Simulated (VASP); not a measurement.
Input of a VASP 6.6.1 run:

File INCAR:

```
ALGO = Normal
EDIFF = 1E-7
ENCUT = 520
GGA = PE
ISIF = 2
ISMEAR = -1
LASPH = True
LCHARG = False
LREAL = False
LWAVE = False
NBANDS = 16
NELM = 60
PREC = Accurate
SIGMA = 0.1
```

KPOINTS

```
k-points
0
Gamma
  11 11 11
```

POSCAR

```
CdSe
1.0
    0.0000000000      2.8760109770      2.8760109770
    2.8760109770      0.0000000000      2.8760109770
    2.8760109770      2.8760109770      0.0000000000
Cd Se
1 1
Direct
    0.0000000000      0.0000000000      0.0000000000
    0.2500000000      0.2500000000      0.2500000000
```

Potentials or basis: VASP PAW PBE potentials, release 64 (Cd, Se).

Launch:

```sh
$ cat potpaw_PBE.64/Cd/POTCAR potpaw_PBE.64/Se/POTCAR > POTCAR
$ mpirun -np 1 vasp_std > vasp.out
```

(1) Estimate the band gap on the k mesh.

(2) Estimate the pressure.

## Answers

(1) 0.95 eV, direct.

(2) 17.5 GPa.
